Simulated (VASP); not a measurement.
# Ga2O3 (C2/m) in VASP: single point with LDA

Aim: the single point of Ga2O3 with LDA.

All numbers are computed with VASP 6.6.1; they aren't measurements. Logs are shortened: lines on timing, memory, paths and dates and some standing lists are left out, and cuts for length are marked.

**1. The cell of the first run**

The structure is monoclinic, space group C2/m (No. 12). Conventional cell: a = 12.134 Å, b = 3.016 Å, c = 5.751 Å, α = 90.00°, β = 103.75°, γ = 90.00°. Ga (site symmetry m) has 4 O at 1.82 to 1.85 Å within 2.4 Å. Ga (site symmetry m) has 6 O at 1.92 to 2.05 Å within 2.5 Å. Within 2.4 Å of O (site symmetry m) lie 3 Ga at 1.82 to 1.93 Å. O (site symmetry m) has 4 Ga at 1.85 to 2.05 Å and 3 O at 2.58 to 2.63 Å within 2.7 Å. O (site symmetry m) has 3 Ga at 1.82 to 1.92 Å within 2.4 Å.

**2. Single point, LDA**

INCAR

```
SYSTEM = Ga2O3
ALGO = Normal ; EDIFF = 1E-6
ENCUT = 520 ; ISIF = 2
ISMEAR = 0 ; LASPH = .TRUE.
LCHARG = .FALSE. ; LREAL = .FALSE.
LWAVE = .FALSE. ; NBANDS = 55
NELM = 100 ; PREC = Accurate
SIGMA = 0.01
```

KPOINTS

```
k-points
0
G
  6 6 4
  0 0 0
```

POSCAR

```
Ga2O3
1.0
    6.0670698889     -1.5079544682      0.0055112921
    6.0670698889      1.5079544682      0.0055112921
   -1.3718458939      0.0000000000      5.5852423194
Ga O
4 6
Direct
    0.0906948031      0.0906948031      0.7950561493
    0.9093051969      0.9093051969      0.2049438507
    0.6588878337      0.6588878337      0.3142956827
    0.3411121663      0.3411121663      0.6857043173
    0.1656856625      0.1656856625      0.1093512923
    0.8343143375      0.8343143375      0.8906487077
    0.1730783712      0.1730783712      0.5621968779
    0.8269216288      0.8269216288      0.4378031221
    0.4964235765      0.4964235765      0.2557957804
    0.5035764235      0.5035764235      0.7442042196
```

Potentials or basis: VASP PAW LDA potentials, release 64 (Ga_d, O).

On the command line:

```bash
$ cat potpaw_LDA.64/Ga_d/POTCAR potpaw_LDA.64/O/POTCAR > POTCAR
$ mpirun -np 1 vasp_std > vasp.out
```

OUTCAR:

```text
SYSTEM = Ga2O3
   EDIFF = 1E-6
   ENCUT = 520
   ISIF = 2
   ISMEAR = 0
   LASPH = .TRUE.
   LREAL = .FALSE.
   NELM = 100
   PREC = Accurate

 ion  position               nearest neighbor table
   1  0.091  0.091  0.795-   5 1.82  10 1.82  10 1.82   7 1.85
   2  0.909  0.909  0.205-   6 1.82   9 1.82   9 1.82   8 1.85
   3  0.659  0.659  0.314-   9 1.92   5 1.93   5 1.93   8 1.99   7 2.05   7 2.05
   4  0.341  0.341  0.686-  10 1.92   6 1.93   6 1.93   7 1.99   8 2.05   8 2.05
   5  0.166  0.166  0.109-   1 1.82   3 1.93   3 1.93
   6  0.834  0.834  0.891-   2 1.82   4 1.93   4 1.93
   7  0.173  0.173  0.562-   1 1.85   4 1.99   3 2.05   3 2.05
   8  0.827  0.827  0.438-   2 1.85   3 1.99   4 2.05   4 2.05
   9  0.496  0.496  0.256-   2 1.82   2 1.82   3 1.92
  10  0.504  0.504  0.744-   1 1.82   1 1.82   4 1.92

  LATTYP: Found a base centered monoclinic cell.
 ALAT       =    12.1341447842
 B/A-ratio  =     0.2485473010
 C/A-ratio  =     0.4739725399
 COS(beta)  =    -0.2376477095

  Lattice vectors:

 A1 = (   6.0670698889,  -1.5079544682,   0.0055112921)
 A2 = (   6.0670698889,   1.5079544682,   0.0055112921)
 A3 = (  -1.3718458939,   0.0000000000,   5.5852423194)

Analysis of symmetry for initial positions (statically):
=====================================================================
 Subroutine PRICEL returns:
 Original cell was already a primitive cell.

 Routine SETGRP: Setting up the symmetry group for a
 base centered monoclinic supercell.

 Subroutine GETGRP returns: Found  4 space group operations
 (whereof  4 operations were pure point group operations)
 out of a pool of  4 trial point group operations.

The static configuration has the point symmetry C_2h.

Analysis of symmetry for dynamics (positions and initial velocities):
=====================================================================
 Subroutine PRICEL returns:
 Original cell was already a primitive cell.

 Routine SETGRP: Setting up the symmetry group for a
 base centered monoclinic supercell.

 Subroutine GETGRP returns: Found  4 space group operations
 (whereof  4 operations were pure point group operations)
 out of a pool of  4 trial point group operations.

The dynamic configuration has the point symmetry C_2h.

 Subroutine INISYM returns: Found  4 space group operations
 (whereof  4 operations are pure point group operations),
 and found     1 'primitive' translations

----------------------------------------------------------------------------------------

                                     Primitive cell

  volume of cell :     102.2201

  direct lattice vectors                    reciprocal lattice vectors
     6.067069889 -1.507954468  0.005511292     0.082393721 -0.331574998  0.020237526
     6.067069889  1.507954468  0.005511292     0.082393721  0.331574998  0.020237526
    -1.371845894  0.000000000  5.585242319    -0.000162606  0.000000000  0.179003322

  length of vectors
     6.251663306  6.251663306  5.751251422     0.342257596  0.342257596  0.179003396

  position of ions in fractional coordinates (direct lattice)
     0.090694803  0.090694803  0.795056149
     0.909305197  0.909305197  0.204943851
     0.658887834  0.658887834  0.314295683
     0.341112166  0.341112166  0.685704317
     0.165685663  0.165685663  0.109351292
     0.834314337  0.834314337  0.890648708
     0.173078371  0.173078371  0.562196878
     0.826921629  0.826921629  0.437803122
     0.496423576  0.496423576  0.255795780
     0.503576424  0.503576424  0.744204220

  ion indices of the primitive-cell ions
   primitive index   ion index
                 1           1
                 2           2
                 3           3
                 4           4
                 5           5
                 6           6
                 7           7
                 8           8
                 9           9
                10          10

----------------------------------------------------------------------------------------

 KPOINTS: k-points

Automatic generation of k-mesh.
 Grid dimensions read from file:
 generate k-points for:    6    6    4

 Generating k-lattice:

  Cartesian coordinates                     Fractional coordinates (reciprocal lattice)
     0.013732287 -0.055262500  0.003372921     0.166666667 -0.000000000 -0.000000000
     0.013732287  0.055262500  0.003372921    -0.000000000  0.166666667 -0.000000000
    -0.000040651  0.000000000  0.044750831    -0.000000000 -0.000000000  0.250000000

  Length of vectors
     0.057042933  0.057042933  0.044750849

  Shift w.r.t. Gamma in fractional coordinates (k-lattice)
     0.000000000  0.000000000  0.000000000

 Subroutine IBZKPT returns following result:
 ===========================================

 Found     47 irreducible k-points:

 Following reciprocal coordinates:
            Coordinates               Weight
  0.000000  0.000000  0.000000      1.000000
  0.166667  0.000000 -0.000000      4.000000
  0.333333  0.000000  0.000000      4.000000
  0.500000  0.000000  0.000000      2.000000
  0.166667  0.166667  0.000000      2.000000
  0.333333  0.166667  0.000000      4.000000
[... 16 lines left out ...]
 -0.333333  0.166667  0.250000      4.000000
 -0.166667  0.166667  0.250000      4.000000
 [... further k-points ...]
   k-points           NKPTS =     47   k-points in BZ     NKDIM =     47   number of bands    NBANDS=     55
   number of dos      NEDOS =    301   number of ions     NIONS =     10
   total plane-waves  NPLWV = 110592
   dimension x,y,z NGX =    48 NGY =   48 NGZ =   48
   dimension x,y,z NGXF=    96 NGYF=   96 NGZF=   96
   ions per type =               4   6
   NGX,Y,Z   is equivalent  to a cutoff of  12.76, 12.76, 13.87 a.u.
   NGXF,Y,Z  is equivalent  to a cutoff of  25.53, 25.53, 27.75 a.u.
 SYSTEM =  Ga2O3
   PREC   = accura    normal or accurate (medium, high low for compatibility)
   ISTART =      0    job   : 0-new  1-cont  2-samecut
   ICHARG =      2    charge: 1-file 2-atom 10-const
   ISPIN  =      1    spin polarized calculation?
   LNONCOLLINEAR =      F non collinear calculations
   LSORBIT =      F    spin-orbit coupling
   LASPH  =      T    aspherical Exc in radial PAW
   ENCUT  =  520.0 eV  38.22 Ry    6.18 a.u.  11.62 11.62 10.69*2*pi/ulx,y,z
   NELM   =    100;   NELMIN=  2; NELMDL= -5     # of ELM steps
   EDIFF  = 0.1E-05   stopping-criterion for ELM
   LREAL  =      F    real-space projection
[... 7 lines left out ...]
   TEBEG  =    0.0;   TEEND  =   0.0 temperature during run
   PSTRESS=    0.0 pullay stress
   NELECT =      88.0000    total number of electrons
   NUPDOWN=      -1.0000    fix difference up-down
   EMIN   =  10.00;   EMAX   =-10.00  energy-range for DOS
   EFERMI =   0.00;   METHOD = LEGACY
   ISMEAR =     0;   SIGMA  =   0.01  broadening in eV -4-tet -1-fermi 0-gaus
   EFERMI_NEDOS =   21; number of points for ismear=-14 and -15
   IALGO  =     38    algorithm
   IMIX   =      4    mixing-type and parameters
     AMIX     =   0.40;   BMIX     =  1.00
     AMIX_MAG =   1.60;   BMIX_MAG =  1.00
  volume/ion in A,a.u.               =      10.22        68.98
  Fermi-wavevector in a.u.,A,eV,Ry     =   1.557365  2.942993 32.999366  2.425385
  Thomas-Fermi vector in A             =   2.661026
   LORBIT       =      0    0 simple, 1 ext, 2 COOP (PROOUT), +10 PAW based schemes
   GGA     = CA    functional components
   LHFCALC =     F    Hartree Fock is set to
   AEXX    =    0.0000 exact exchange contribution
   IVDW    =     0    specifies the selected vdW correction
   LEPSILON=     F    determine dielectric tensor
   LRPA    =     F    only Hartree local field effects (RPA)
 non-spin polarized calculation
 Gauss-broadening in eV      SIGMA  =   0.01
  energy-cutoff  :      520.00
  volume of cell :      102.22
 maximum number of plane-waves:      2773
 NGX is ok and might be reduce to    48
   NGX = 23   NGY = 23   NGZ = 21

 number of electron      88.0000016 magnetization

 Free energy of the ion-electron system (eV)
  ---------------------------------------------------
  ext. energy  EPLUGINS =         0.00000000
  ---------------------------------------------------
  free energy    TOTEN  =       -68.22570211 eV

  energy without entropy =      -68.22570211  energy(sigma->0) =      -68.22570211

 E-fermi :   3.9300     XC(G=0): -12.3376

 val. band max:        3.8325363989   @ k =   0.5000   0.5000   0.5000
 cond. band min:       6.3553739182   @ k =   0.0000   0.0000   0.0000
 fundamental gap:      2.5228375193
 Fermi energy:         3.9299948058

 k-point     1 :       0.0000    0.0000    0.0000
  band No.  band energies     occupation
      1     -15.0719      2.00000
      2     -13.7767      2.00000
      3     -13.7625      2.00000
      4     -13.6596      2.00000
      5     -13.1308      2.00000
      6     -13.1265      2.00000
[... 47 lines left out ...]
     54      16.1134      0.00000
     55      16.4585      0.00000

 k-point     2 :       0.1667    0.0000   -0.0000
  band No.  band energies     occupation
      1     -14.8425      2.00000
      2     -13.7597      2.00000
      3     -13.6890      2.00000
      4     -13.5160      2.00000
      5     -13.1408      2.00000
      6     -13.1292      2.00000
[... 47 lines left out ...]
     54      14.9443      0.00000
     55      15.0020      0.00000

 k-point     3 :       0.3333    0.0000    0.0000
  band No.  band energies     occupation
      1     -14.2763      2.00000
      2     -13.6610      2.00000
      3     -13.5303      2.00000
      4     -13.3925      2.00000
      5     -13.1408      2.00000
      6     -13.1309      2.00000
[... 1152 lines left out ...]
 k-point    23 :      -0.3333    0.1667    0.2500
  band No.  band energies     occupation
      1     -13.7668      2.00000
      2     -13.6142      2.00000
      3     -13.5311      2.00000
      4     -13.4170      2.00000
      5     -13.1614      2.00000
      6     -13.1440      2.00000
[... 47 lines left out ...]
     54      15.5548      0.00000
     55      15.8640      0.00000

 k-point    24 :      -0.1667    0.1667    0.2500
  band No.  band energies     occupation
      1     -14.2350      2.00000
      2     -13.6558      2.00000
      3     -13.5429      2.00000
      4     -13.3888      2.00000
      5     -13.2004      2.00000
      6     -13.1184      2.00000
[... 47 lines left out ...]
     54      14.9327      0.00000
     55      15.5586      0.00000

 [... further k-points ...]

------------------------ aborting loop because EDIFF is reached ----------------------------------------

  FORCE on cell =-STRESS in cart. coord.  units (eV):
  Direction    XX          YY          ZZ          XY          YZ          ZX
  --------------------------------------------------------------------------------------
  -------------------------------------------------------------------------------------
  Total        1.0491672      1.3055031      1.1383600      0.0000000      0.0000000      0.0310618
  in kB       16.4444419     20.4622022     17.8424330      0.0000000      0.0000000      0.4868564
  external PRESSURE =      18.2496924 kB  Pullay stress =       0.0000000 kB

 VOLUME and BASIS-vectors are now :
 -----------------------------------------------------------------------------
  energy-cutoff  :      520.00
  volume of cell :      102.22
      direct lattice vectors                 reciprocal lattice vectors
     6.067069889 -1.507954468  0.005511292     0.082393721 -0.331574998  0.020237526
     6.067069889  1.507954468  0.005511292     0.082393721  0.331574998  0.020237526
    -1.371845894  0.000000000  5.585242319    -0.000162606  0.000000000  0.179003322

 POSITION                                       TOTAL-FORCE (eV/Angst)
 -----------------------------------------------------------------------------------
      0.00981      0.00000      4.44158         0.027669      0.000000     -0.004960
     10.75248      0.00000      1.15468        -0.027669      0.000000      0.004960
      7.56387      0.00000      1.76268        -0.005035      0.000000      0.027403
      3.19842      0.00000      3.83358         0.005035      0.000000     -0.027403
      1.86044      0.00000      0.61258         0.058374      0.000000      0.023783
      8.90185      0.00000      4.98369        -0.058374      0.000000     -0.023783
      1.32891      0.00000      3.14191         0.014967      0.000000     -0.041273
      9.43338      0.00000      2.45435        -0.014967      0.000000      0.041273
      5.67276      0.00000      1.43415         0.062522      0.000000      0.025351
      5.08953      0.00000      4.16211        -0.062522      0.000000     -0.025351
 -----------------------------------------------------------------------------------
    total drift:                                0.000000     -0.000000     -0.000000

  FREE ENERGIE OF THE ION-ELECTRON SYSTEM (eV)
  ---------------------------------------------------
  free  energy   TOTEN  =       -68.2257021065 eV

  energy  without entropy=      -68.2257021065  energy(sigma->0) =      -68.22570211
```

Wall time 6.2 min (1 thread of Intel Xeon Platinum 8375C at 2.90GHz (Ice Lake), shared host); peak memory 0.37 GiB.

What came out:

```yaml
Free_energy: -68.2257 eV
Pressure: 1.8 GPa
Largest_force: 0.067 eV/Å
Band_gap_on_the_k_mesh: 2.52 eV
```

Forces on the atoms (eV/Å):
```
Ga   0.028  0.000 -0.005
Ga  -0.028  0.000  0.005
Ga  -0.005  0.000  0.027
Ga   0.005  0.000 -0.027
O    0.058  0.000  0.024
O   -0.058  0.000 -0.024
O    0.015  0.000 -0.041
O   -0.015  0.000  0.041
O    0.063  0.000  0.025
O   -0.063  0.000 -0.025
```

Stress tensor (GPa, compression positive):
```
1.64 0.00 0.05
0.00 2.05 0.00
0.05 0.00 1.78
```
